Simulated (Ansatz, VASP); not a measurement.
## Two plane-wave programs on AlN

```xyz
8
Lattice="4.3771 0.0000 0.0000 0.0000 -4.3771 0.0000 0.0000 0.0000 -4.3771" Properties=species:S:1:pos:R:3 pbc="T T T"
Al   -0.3564   -0.2520    0.3564
Al    2.1886   -2.1886    0.0000
Al    2.1886    0.0000   -2.1886
Al    0.0000   -2.1886   -2.1886
N     3.2829   -3.2829   -3.2829
N     1.0943   -1.0943   -3.2829
N     1.0943   -3.2829   -1.0943
N     3.2829   -1.0943   -1.0943
```

Alike in both runs: task single point; functional PBEsol; k mesh 6 × 6 × 6; occupations gaussian, width 0.05 eV; no spin polarisation.

|  | VASP | Ansatz |
| --- | --- | --- |
| version | VASP 6.6.1 | Ansatz 0.2.0 |
| potentials or method | VASP PAW PBE potentials, release 64 (Al, N), cutoff 520 eV | scalar-relativistic, plane waves, PAW |
| valence electrons in the cell | 32 | 32 |

```csv
,VASP,Ansatz,Ansatz less VASP
gap on the k mesh at the Fermi level (eV),none,none,-
pressure (GPa),5.5,5.4,-0.09
"traceless stress, the component that is largest in VASP (GPa)",3.26,3.24,-0.026
rms of the force components (eV/Å),1.780,1.775,-0.0054
```

VASP's potentials were made for PBE, not for PBEsol, and Ansatz warns of the same on its side. Atom by atom the forces differ by 0.013 eV/Å (rms over components). A gap of «none» marks a metal or a gap that the smearing closes.
